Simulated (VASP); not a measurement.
# Al16O in VASP: a series of runs, part 2 of 2

VASP 6.6.1.

## 3. Single point, PBE+D3(BJ)

INCAR

```
PREC     = Accurate       # precision mode
ENCUT    = 520            # plane-wave cutoff, eV
EDIFF    = 1E-6           # SCF threshold, eV
ISMEAR   = -1             # smearing method
SIGMA    = 0.15           # smearing width, eV
LREAL    = False          # projectors in reciprocal space
LASPH    = True           # aspherical terms in the spheres
NELM     = 120            # most SCF steps
ALGO     = Normal         # electronic algorithm
ISIF     = 2              # what is computed and relaxed
LWAVE    = False          # write WAVECAR
LCHARG   = False          # write CHGCAR
GGA      = PE             # functional
IVDW     = 12             # dispersion correction
NBANDS   = 41             # bands
GGA_COMPAT= False        
NELMDL   = -8
```

KPOINTS

```
regular mesh
0
Gamma
  3 3 1
```

POSCAR

```
Al16O
1.0
    5.7275650000      0.0000000000      0.0000000000
    0.0000000000      5.7275650000      0.0000000000
    0.0000000000      0.0000000000     17.0750000000
Al O
16 1
Direct
    0.2499999564      0.2499999564      0.0585652123
    0.7500000436      0.2499999564      0.0585652123
    0.2499999564      0.7500000436      0.0585652123
    0.7500000436      0.7500000436      0.0585652123
    0.0096273024      0.0112037140      0.1742392387
    0.5107664426      0.0050401872      0.1746575695
    0.0047475672      0.5128458603      0.1748673499
    0.5094686835      0.5092780265      0.1756751977
    0.2682440095      0.2699662073      0.2873544363
    0.7752669765      0.2900131208      0.3011650366
    0.2634327153      0.7711587734      0.2978464422
    0.7677498204      0.7853220348      0.2886207321
   -0.0074661745     -0.0316251321      0.4187055930
    0.4870816831      0.0801050708      0.4094682870
    0.1043167559      0.4700177126      0.4189595315
    0.6117308141      0.5878346208      0.4206551684
   -0.0826831297      0.6828851353      0.4686620791
```

Potentials or basis: VASP PAW PBE potentials, release 64 (Al, O).

The run is started by

```bash
$ cat potpaw_PBE.64/Al/POTCAR potpaw_PBE.64/O/POTCAR > POTCAR
$ mpirun -np 1 vasp_std > vasp.out
```

It took 9.7 min on 1 thread of Intel Xeon 8259CL, shared host; peak memory 0.66 GiB.

It converged, with:

```
Free energy                : -69.3318 eV
Largest force              : 0.393 eV/Å
Band gap on the k mesh     : zero (bands 27 and 28 overlap by 0.06 eV)
Dispersion energy per atom : -0.232 eV
```

Forces in eV/Å, atoms in the order of the input:
```
Al   0.038  0.105 -0.063
Al   0.037  0.055 -0.037
Al   0.116 -0.002  0.051
Al  -0.031  0.009  0.006
Al  -0.005  0.021  0.011
Al  -0.014 -0.009 -0.016
Al  -0.016  0.006  0.004
Al  -0.014 -0.007 -0.008
Al  -0.015  0.014 -0.024
Al  -0.008  0.055  0.031
Al  -0.014 -0.018  0.015
Al  -0.037  0.021 -0.025
Al  -0.099 -0.064 -0.013
Al  -0.074  0.050 -0.002
Al   0.218 -0.153  0.040
Al   0.218  0.141  0.150
O   -0.300 -0.224 -0.119
```

Levels at points of the mesh, in eV from the Fermi level:
| k point | band 24 | band 25 | band 26 | band 27 | band 28 | band 29 | band 30 | band 31 |
| --- | --- | --- | --- | --- | --- | --- | --- | --- |
| (0.00, 0.00, 0.00) | -1.22 | -1.09 | -1.00 | -0.63 | -0.09 | 0.08 | 0.24 | 0.45 |

Caveat: the k points lie up to 0.37 Å⁻¹ apart.

## 4. Single point, PBE+D3(BJ)

INCAR

```
ALGO     = Normal         # electronic algorithm
EDIFF    = 1E-6           # SCF threshold, eV
ENCUT    = 520            # plane-wave cutoff, eV
GGA      = PE             # functional
GGA_COMPAT= F            
ISIF     = 2              # what is computed and relaxed
ISMEAR   = -1             # smearing method
IVDW     = 12             # dispersion correction
LASPH    = T              # aspherical terms in the spheres
LCHARG   = T              # write CHGCAR
LELF     = T              # ELF
LREAL    = F              # projectors in reciprocal space
LVHAR    = T            
LWAVE    = F              # write WAVECAR
NBANDS   = 41             # bands
NELM     = 120            # most SCF steps
NELMDL   = -8           
PREC     = Accurate       # precision mode
SIGMA    = 0.15           # smearing width, eV
```

KPOINTS

```
k-points
0
Gamma
  3 3 1
```

POSCAR

```
Al16O
1.0
    5.7275650000      0.0000000000      0.0000000000
    0.0000000000      5.7275650000      0.0000000000
    0.0000000000      0.0000000000     17.0750000000
Al O
16 1
Direct
    0.2499999564      0.2499999564      0.0585652123
    0.7500000436      0.2499999564      0.0585652123
    0.2499999564      0.7500000436      0.0585652123
    0.7500000436      0.7500000436      0.0585652123
   -0.0062632201     -0.0006693944      0.1741436603
    0.4969457352      0.0023491658      0.1753229283
   -0.0033214813      0.5004145741      0.1739429575
    0.4999145361      0.5055368206      0.1747204100
    0.2436857548      0.2503421611      0.2889071742
    0.7486392559      0.2542939277      0.2982049195
    0.2275052313      0.7519263422      0.2945646852
    0.7418368888      0.7514242091      0.2906588580
    0.0260903194      0.0512502259      0.4152425183
    0.5164693897     -0.0169304059      0.4076234261
   -0.0389088557      0.5636044288      0.4202405271
    0.4583340390      0.4777738882      0.4058038653
   -0.0911125408      0.8278538960      0.4747081113
```

The run is started by

```bash
$ cat potpaw_PBE.64/Al/POTCAR potpaw_PBE.64/O/POTCAR > POTCAR
$ mpirun -np 1 vasp_std > vasp.out
```

It took 11 min on 1 thread of Intel Xeon 8259CL, shared host; peak memory 0.63 GiB.

It converged, with:

```
Free energy                : -69.0831 eV
Largest force              : 0.236 eV/Å
Band gap on the k mesh     : 0.16 eV (least direct gap 0.20 eV)
Dispersion energy per atom : -0.233 eV
```

Forces in eV/Å, atoms in the order of the input:
```
Al  -0.020  0.000 -0.023
Al  -0.028  0.033 -0.031
Al   0.072  0.027  0.046
Al  -0.080  0.000  0.013
Al  -0.016 -0.008 -0.003
Al   0.011 -0.001 -0.001
Al  -0.002 -0.014 -0.007
Al   0.007  0.002 -0.001
Al  -0.014 -0.022 -0.029
Al   0.031 -0.064 -0.006
Al  -0.003 -0.027 -0.007
Al  -0.015 -0.024 -0.026
Al   0.052  0.223  0.057
Al   0.011 -0.045  0.002
Al  -0.036 -0.026  0.077
Al  -0.016  0.013 -0.006
O    0.047 -0.066 -0.055
```

Levels at points of the mesh, in eV from the valence-band top:
| k point | band 23 | band 24 | band 25 | band 26 | band 27 | band 28 | band 29 | band 30 | band 31 | band 32 |
| --- | --- | --- | --- | --- | --- | --- | --- | --- | --- | --- |
| (0.00, 0.00, 0.00) | -1.56 | -1.16 | -1.08 | -0.95 | -0.75 | 0.16 | 0.18 | 0.38 | 0.51 | 0.70 |

## 5. Single point, PBE+D3(BJ)

INCAR

```
PREC     = Accurate       # precision mode
ENCUT    = 520            # plane-wave cutoff, eV
EDIFF    = 1E-6           # SCF threshold, eV
ISMEAR   = -1             # smearing method
SIGMA    = 0.15           # smearing width, eV
LREAL    = False          # projectors in reciprocal space
LASPH    = True           # aspherical terms in the spheres
NELM     = 120            # most SCF steps
ALGO     = Normal         # electronic algorithm
ISIF     = 2              # what is computed and relaxed
LWAVE    = False          # write WAVECAR
LCHARG   = False          # write CHGCAR
GGA      = PE             # functional
IVDW     = 12             # dispersion correction
NBANDS   = 41             # bands
GGA_COMPAT= False        
NELMDL   = -8
```

KPOINTS

```
Automatic mesh
0
Gamma
  3 3 1
```

POSCAR

```
Al16O
1.0
    5.7275650000      0.0000000000      0.0000000000
    0.0000000000      5.7275650000      0.0000000000
    0.0000000000      0.0000000000     17.0750000000
Al O
16 1
Direct
    0.2499999564      0.2499999564      0.0585652123
    0.7500000436      0.2499999564      0.0585652123
    0.2499999564      0.7500000436      0.0585652123
    0.7500000436      0.7500000436      0.0585652123
    0.0055454630      0.0280675994      0.1744857394
    0.5017963131      0.0317267460      0.1748315081
    0.0124712683      0.5325091902      0.1764770132
    0.5159073708      0.5318490493      0.1754924158
    0.2714481634      0.3289348964      0.2918949341
    0.7753034667      0.3154354425      0.2951110981
    0.2551155683      0.8453080847      0.3006396486
    0.7560560203      0.8246235529      0.2908781259
    0.1431009513      0.1923002183      0.4332345534
    0.6220910631      0.0926489704      0.4240624305
   -0.0174215395      0.6848404165      0.4203074671
    0.5040836726      0.5839078212      0.4045800293
   -0.0961453951      1.0102120185      0.4679474671
```

The run is started by

```bash
$ cat potpaw_PBE.64/Al/POTCAR potpaw_PBE.64/O/POTCAR > POTCAR
$ mpirun -np 1 vasp_std > vasp.out
```

Run time: 8 min. Hardware: 1 thread of Intel Xeon 8259CL, shared host; peak memory 0.61 GiB.

It converged, with:

```
Free energy                : -69.1757 eV
Largest force              : 0.597 eV/Å
Band gap on the k mesh     : zero (bands 27 and 28 overlap by 0.25 eV)
Dispersion energy per atom : -0.231 eV
```

Forces on the atoms (eV/Å):
```
Al   0.011  0.148 -0.075
Al   0.061  0.158  0.021
Al   0.028  0.146 -0.071
Al   0.109  0.129 -0.045
Al  -0.039 -0.023  0.013
Al  -0.006 -0.024  0.019
Al   0.002 -0.014 -0.024
Al  -0.017 -0.011 -0.013
Al  -0.061 -0.006 -0.035
Al   0.011 -0.016  0.068
Al  -0.119 -0.085  0.058
Al  -0.023 -0.076 -0.043
Al  -0.004  0.150 -0.113
Al  -0.137 -0.193 -0.132
Al  -0.019  0.348  0.221
Al  -0.196 -0.197  0.068
O    0.399 -0.436  0.083
```

Levels at points of the mesh, in eV from the Fermi level:
```tsv
k point	band 23	band 24	band 25	band 26	band 27	band 28	band 29	band 30	band 31	band 32
(0.00, 0.00, 0.00)	-1.79	-1.34	-1.17	-0.77	-0.62	-0.26	0.11	0.22	0.40	0.53
```

Caveat: the k points lie up to 0.37 Å⁻¹ apart.

## 6. Summary

| cell | gap on the mesh (eV) | largest force (eV/Å) |
| --- | --- | --- |
| as given, atomic positions A | - | 0.53 |
| as given, atomic positions B | none | 0.39 |
| as given, atomic positions C | 0.16 | 0.24 |
| as given, atomic positions D | none | 0.60 |

Alike in all rows: task single point; level PBE+D3(BJ); potentials or basis VASP PAW PBE potentials, release 64 (Al, O); no spin polarisation; k mesh 3 × 3 × 1; cutoff (eV) 520; smearing fermi-dirac 0.15 eV.

Caveats: some runs use coarse meshes.

Total energies depend on the potentials used, so only differences within one code and one set of settings carry meaning.
